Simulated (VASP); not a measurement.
# CdS (P3m1) in VASP: single point with LDA

Aim: the single point of CdS with LDA.

All numbers are computed with VASP 6.6.1; they aren't measurements. Logs are shortened: lines on timing, memory, paths and dates and some standing lists are left out, and cuts for length are marked.

**1. The cell of the first run**

It takes space group P3m1 (No. 156, trigonal). The conventional cell has a = 4.261 Å, b = 4.261 Å, c = 5.804 Å, α = 90.00°, β = 90.00°, γ = 120.00°. Within 3.2 Å of Cd (site symmetry 3m) lie 3 S at 2.46 Å. Within 3.2 Å of S (site symmetry 3m) lie 3 Cd at 2.46 Å.

**2. Single point, LDA**

INCAR reads:

```
SYSTEM = CdS
  ALGO = Normal
  EDIFF = 1E-6
  ENCUT = 500
  GGA = CA
  GGA_COMPAT = .False.
  ISIF = 2
  ISMEAR = -1
  LASPH = .True.
  LCHARG = .True.
  LELF = .True.
  LREAL = .False.
  LVHAR = .True.
  LWAVE = .False.
  NBANDS = 16
  NELM = 120
  PREC = Accurate
  SIGMA = 0.02
```

KPOINTS reads:

```
k-points
0
Gamma
  5 5 3
  0 0 0
```

POSCAR reads:

```
CdS
1.0
    4.2611700000      0.0000000000      0.0000000000
   -2.1305850000      3.6902810000      0.0000000000
    0.0000000000      0.0000000000      5.8041730000
Cd S
1 1
Direct
    0.0000000000      0.0000000000      0.4426920000
    0.6666666667      0.3333333333      0.4343080000
```

Potentials or basis: VASP PAW LDA potentials, release 64 (Cd, S).

Command:

```console
$ cat potpaw_LDA.64/Cd/POTCAR potpaw_LDA.64/S/POTCAR > POTCAR
$ mpirun -np 1 vasp_std > vasp.out
```

OUTCAR:

```text
SYSTEM = CdS
   EDIFF = 1E-6
   ENCUT = 500
   GGA = CA
   ISIF = 2
   ISMEAR = -1
   LASPH = .True.
   LREAL = .False.
   NELM = 120
   PREC = Accurate

 ion  position               nearest neighbor table
   1  0.000  0.000  0.443-   2 2.46   2 2.46   2 2.46
   2  0.667  0.333  0.434-   1 2.46   1 2.46   1 2.46

  LATTYP: Found a hexagonal cell.
 ALAT       =     4.2611700000
 C/A-ratio  =     1.3621078248

  Lattice vectors:

 A1 = (   4.2611700000,   0.0000000000,   0.0000000000)
 A2 = (  -2.1305850000,   3.6902810000,   0.0000000000)
 A3 = (   0.0000000000,   0.0000000000,   5.8041730000)

Analysis of symmetry for initial positions (statically):
=====================================================================
 Subroutine PRICEL returns:
 Original cell was already a primitive cell.

 Routine SETGRP: Setting up the symmetry group for a
 hexagonal supercell.

 Subroutine GETGRP returns: Found  6 space group operations
 (whereof  6 operations were pure point group operations)
 out of a pool of 24 trial point group operations.

The static configuration has the point symmetry C_3v.

Analysis of symmetry for dynamics (positions and initial velocities):
=====================================================================
 Subroutine PRICEL returns:
 Original cell was already a primitive cell.

 Routine SETGRP: Setting up the symmetry group for a
 hexagonal supercell.

 Subroutine GETGRP returns: Found  6 space group operations
 (whereof  6 operations were pure point group operations)
 out of a pool of 24 trial point group operations.

The dynamic configuration has the point symmetry C_3v.

 Subroutine INISYM returns: Found  6 space group operations
 (whereof  6 operations are pure point group operations),
 and found     1 'primitive' translations

----------------------------------------------------------------------------------------

                                     Primitive cell

  volume of cell :      91.2701

  direct lattice vectors                    reciprocal lattice vectors
     4.261170000  0.000000000  0.000000000     0.234677330  0.135491037  0.000000000
    -2.130585000  3.690281000  0.000000000     0.000000000  0.270982074  0.000000000
     0.000000000  0.000000000  5.804173000     0.000000000  0.000000000  0.172289834

  length of vectors
     4.261170000  4.261169593  5.804173000     0.270982048  0.270982074  0.172289834

  position of ions in fractional coordinates (direct lattice)
     0.000000000  0.000000000  0.442692000
     0.666666667  0.333333333  0.434308000

  ion indices of the primitive-cell ions
   primitive index   ion index
                 1           1
                 2           2

----------------------------------------------------------------------------------------

 KPOINTS: k-points

Automatic generation of k-mesh.
 Grid dimensions read from file:
 generate k-points for:    5    5    3

 Generating k-lattice:

  Cartesian coordinates                     Fractional coordinates (reciprocal lattice)
     0.046935466  0.027098207  0.000000000     0.200000000  0.000000000  0.000000000
     0.000000000  0.054196415  0.000000000     0.000000000  0.200000000  0.000000000
     0.000000000  0.000000000  0.057429945     0.000000000  0.000000000  0.333333333

  Length of vectors
     0.054196410  0.054196415  0.057429945

  Shift w.r.t. Gamma in fractional coordinates (k-lattice)
     0.000000000  0.000000000  0.000000000

 Subroutine IBZKPT returns following result:
 ===========================================

 Found     12 irreducible k-points:

 Following reciprocal coordinates:
            Coordinates               Weight
  0.000000  0.000000  0.000000      1.000000
  0.200000 -0.000000  0.000000      6.000000
  0.400000 -0.000000  0.000000      6.000000
  0.200000  0.200000  0.000000      6.000000
  0.400000  0.200000  0.000000      6.000000
  0.000000  0.000000  0.333333      2.000000
  0.200000 -0.000000  0.333333      6.000000
  0.000000  0.200000  0.333333      6.000000
  0.400000 -0.000000  0.333333      6.000000
  0.000000  0.400000  0.333333      6.000000
  0.200000  0.200000  0.333333     12.000000
  0.400000  0.200000  0.333333     12.000000
   k-points           NKPTS =     12   k-points in BZ     NKDIM =     12   number of bands    NBANDS=     16
   number of dos      NEDOS =    301   number of ions     NIONS =      2
   total plane-waves  NPLWV =  43008
   dimension x,y,z NGX =    32 NGY =   32 NGZ =   42
   dimension x,y,z NGXF=    64 NGYF=   64 NGZF=   84
   ions per type =               1   1
   NGX,Y,Z   is equivalent  to a cutoff of  12.48, 12.48, 12.03 a.u.
   NGXF,Y,Z  is equivalent  to a cutoff of  24.97, 24.97, 24.06 a.u.
 SYSTEM =  CdS
   PREC   = accura    normal or accurate (medium, high low for compatibility)
   ISTART =      0    job   : 0-new  1-cont  2-samecut
   ICHARG =      2    charge: 1-file 2-atom 10-const
   ISPIN  =      1    spin polarized calculation?
   LNONCOLLINEAR =      F non collinear calculations
   LSORBIT =      F    spin-orbit coupling
   LASPH  =      T    aspherical Exc in radial PAW
   ENCUT  =  500.0 eV  36.75 Ry    6.06 a.u.   7.77  7.77 10.58*2*pi/ulx,y,z
   NELM   =    120;   NELMIN=  2; NELMDL= -5     # of ELM steps
   EDIFF  = 0.1E-05   stopping-criterion for ELM
   LREAL  =      F    real-space projection
   EDIFFG = 0.1E-04   stopping-criterion for IOM
   NSW    =      0    number of steps for IOM
   IBRION =     -1    ionic relax: 0-MD 1-quasi-New 2-CG
   NFREE  =      0    steps in history (QN), initial steepest desc. (CG)
   ISIF   =      2    stress and relaxation
   ISYM   =      2    0-nonsym 1-usesym 2-fastsym
   POTIM  = 0.5000    time-step for ionic-motion
   TEBEG  =    0.0;   TEEND  =   0.0 temperature during run
   PSTRESS=    0.0 pullay stress
   NELECT =      18.0000    total number of electrons
   NUPDOWN=      -1.0000    fix difference up-down
   EMIN   =  10.00;   EMAX   =-10.00  energy-range for DOS
   EFERMI =   0.00;   METHOD = LEGACY
   ISMEAR =    -1;   SIGMA  =   0.02  broadening in eV -4-tet -1-fermi 0-gaus
   EFERMI_NEDOS =   21; number of points for ismear=-14 and -15
   IALGO  =     38    algorithm
   IMIX   =      4    mixing-type and parameters
     AMIX     =   0.40;   BMIX     =  1.00
     AMIX_MAG =   1.60;   BMIX_MAG =  1.00
  volume/ion in A,a.u.               =      45.64       307.96
  Fermi-wavevector in a.u.,A,eV,Ry     =   0.952919  1.800756 12.354841  0.908055
  Thomas-Fermi vector in A             =   2.081527
   LORBIT       =      0    0 simple, 1 ext, 2 COOP (PROOUT), +10 PAW based schemes
   GGA     = CA    functional components
   LHFCALC =     F    Hartree Fock is set to
   AEXX    =    0.0000 exact exchange contribution
   IVDW    =     0    specifies the selected vdW correction
   LEPSILON=     F    determine dielectric tensor
   LRPA    =     F    only Hartree local field effects (RPA)
 non-spin polarized calculation
  energy-cutoff  :      500.00
  volume of cell :       91.27
 maximum number of plane-waves:      2343
 NGX is ok and might be reduce to    32
   NGX = 15   NGY = 15   NGZ = 21

 number of electron      18.0000000 magnetization

 Free energy of the ion-electron system (eV)
  ---------------------------------------------------
  ext. energy  EPLUGINS =         0.00000000
  ---------------------------------------------------
  free energy    TOTEN  =        -6.58905091 eV

  energy without entropy =       -6.58905091  energy(sigma->0) =       -6.58905091

 E-fermi :  -1.8713     XC(G=0):  -6.5376

 val. band max:       -2.3674018514   @ k =   0.0000   0.0000   0.3333
 cond. band min:      -1.0861564393   @ k =   0.0000   0.0000   0.0000
 fundamental gap:      1.2812454121
 Fermi energy:        -1.8713085097

 k-point     1 :       0.0000    0.0000    0.0000
  band No.  band energies     occupation
      1     -13.9298      2.00000
      2     -10.0473      2.00000
      3     -10.0473      2.00000
      4      -9.5165      2.00000
      5      -9.5165      2.00000
      6      -9.2984      2.00000
[... 8 lines left out ...]
     15       8.3493      0.00000
     16       9.3329      0.00000

 k-point     2 :       0.2000   -0.0000    0.0000
  band No.  band energies     occupation
      1     -13.8107      2.00000
      2      -9.9848      2.00000
      3      -9.9513      2.00000
      4      -9.5554      2.00000
      5      -9.5221      2.00000
      6      -9.2613      2.00000
[... 8 lines left out ...]
     15       8.9527      0.00000
     16       8.9720      0.00000

 k-point     3 :       0.4000   -0.0000    0.0000
  band No.  band energies     occupation
      1     -13.6162      2.00000
      2      -9.7899      2.00000
      3      -9.7823      2.00000
      4      -9.6148      2.00000
      5      -9.5310      2.00000
      6      -9.1689      2.00000
[... 8 lines left out ...]
     15       7.6829      0.00000
     16       7.7950      0.00000

 k-point     4 :       0.2000    0.2000    0.0000
  band No.  band energies     occupation
      1     -13.6535      2.00000
      2      -9.8995      2.00000
      3      -9.7746      2.00000
      4      -9.5970      2.00000
      5      -9.5363      2.00000
      6      -9.1720      2.00000
[... 8 lines left out ...]
     15       7.0231      0.00000
     16       8.4025      0.00000

 k-point     5 :       0.4000    0.2000    0.0000
  band No.  band energies     occupation
      1     -13.5566      2.00000
      2      -9.7926      2.00000
      3      -9.7135      2.00000
      4      -9.6185      2.00000
      5      -9.5482      2.00000
      6      -9.0268      2.00000
[... 8 lines left out ...]
     15       6.9087      0.00000
     16       7.3577      0.00000

 k-point     6 :       0.0000    0.0000    0.3333
  band No.  band energies     occupation
      1     -13.9271      2.00000
      2     -10.0472      2.00000
      3     -10.0472      2.00000
      4      -9.5169      2.00000
      5      -9.5169      2.00000
      6      -9.2910      2.00000
[... 8 lines left out ...]
     15       8.5370      0.00000
     16       8.9616      0.00000

 k-point     7 :       0.2000   -0.0000    0.3333
  band No.  band energies     occupation
      1     -13.8082      2.00000
      2      -9.9846      2.00000
      3      -9.9512      2.00000
      4      -9.5563      2.00000
      5      -9.5226      2.00000
      6      -9.2550      2.00000
[... 8 lines left out ...]
     15       7.9014      0.00000
     16       8.4009      0.00000

 k-point     8 :       0.0000    0.2000    0.3333
  band No.  band energies     occupation
      1     -13.8082      2.00000
      2      -9.9846      2.00000
      3      -9.9512      2.00000
      4      -9.5563      2.00000
      5      -9.5226      2.00000
      6      -9.2549      2.00000
[... 8 lines left out ...]
     15       7.8195      0.00000
     16       8.4088      0.00000

 k-point     9 :       0.4000   -0.0000    0.3333
  band No.  band energies     occupation
      1     -13.6142      2.00000
      2      -9.7889      2.00000
      3      -9.7823      2.00000
      4      -9.6164      2.00000
      5      -9.5315      2.00000
      6      -9.1665      2.00000
[... 8 lines left out ...]
     15       7.6876      0.00000
     16       8.0137      0.00000

 k-point    10 :       0.0000    0.4000    0.3333
  band No.  band energies     occupation
      1     -13.6142      2.00000
      2      -9.7889      2.00000
      3      -9.7823      2.00000
      4      -9.6164      2.00000
      5      -9.5315      2.00000
      6      -9.1664      2.00000
[... 8 lines left out ...]
     15       7.6579      0.00000
     16       8.0484      0.00000

 k-point    11 :       0.2000    0.2000    0.3333
  band No.  band energies     occupation
      1     -13.6514      2.00000
      2      -9.8991      2.00000
      3      -9.7742      2.00000
      4      -9.5984      2.00000
      5      -9.5369      2.00000
      6      -9.1681      2.00000
[... 8 lines left out ...]
     15       7.1707      0.00000
     16       8.7118      0.00000

 k-point    12 :       0.4000    0.2000    0.3333
  band No.  band energies     occupation
      1     -13.5548      2.00000
      2      -9.7918      2.00000
      3      -9.7129      2.00000
      4      -9.6200      2.00000
      5      -9.5490      2.00000
      6      -9.0259      2.00000
[... 8 lines left out ...]
     15       7.5355      0.00000
     16       8.5892      0.00000

------------------------ aborting loop because EDIFF is reached ----------------------------------------

  FORCE on cell =-STRESS in cart. coord.  units (eV):
  Direction    XX          YY          ZZ          XY          YZ          ZX
  --------------------------------------------------------------------------------------
  -------------------------------------------------------------------------------------
  Total       -1.9041593     -1.9041588     -0.0619165     -0.0000000      0.0000000      0.0000000
  in kB      -33.4260625    -33.4260539     -1.0868965     -0.0000000      0.0000000      0.0000000
  external PRESSURE =     -22.6463376 kB  Pullay stress =       0.0000000 kB

 VOLUME and BASIS-vectors are now :
 -----------------------------------------------------------------------------
  energy-cutoff  :      500.00
  volume of cell :       91.27
      direct lattice vectors                 reciprocal lattice vectors
     4.261170000  0.000000000  0.000000000     0.234677330  0.135491037  0.000000000
    -2.130585000  3.690281000  0.000000000     0.000000000  0.270982074  0.000000000
     0.000000000  0.000000000  5.804173000     0.000000000  0.000000000  0.172289834

 POSITION                                       TOTAL-FORCE (eV/Angst)
 -----------------------------------------------------------------------------------
      0.00000      0.00000      2.56946        -0.000000     -0.000000     -0.022691
      2.13059      1.23009      2.52080         0.000000      0.000000      0.022691
 -----------------------------------------------------------------------------------
    total drift:                                0.000001      0.000005     -0.000632

  FREE ENERGIE OF THE ION-ELECTRON SYSTEM (eV)
  ---------------------------------------------------
  free  energy   TOTEN  =        -6.5890509133 eV

  energy  without entropy=       -6.5890509133  energy(sigma->0) =       -6.58905091
```

It took 8.7 s on 1 thread of AMD EPYC 9R45 (Zen 5), shared host; peak memory 0.14 GiB.

Results:

```yaml
Free_energy: -6.5891 eV
Pressure: -2.3 GPa
Largest_force: 0.023 eV/Å
Band_gap_on_the_k_mesh: 1.28 eV, indirect (the least direct gap lies 3.2 meV higher)
```

Forces in eV/Å, atoms in the order of the input:
```
Cd   0.000  0.000 -0.023
S    0.000  0.000  0.023
```

Levels at points of the mesh, in eV from the valence-band top:
```tsv
k point	band 6	band 7	band 8	band 9	band 10	band 11	band 12	band 13
(0.00, 0.00, 0.00)	-6.93	-1.04	0.00	0.00	1.28	5.49	6.78	6.78
```
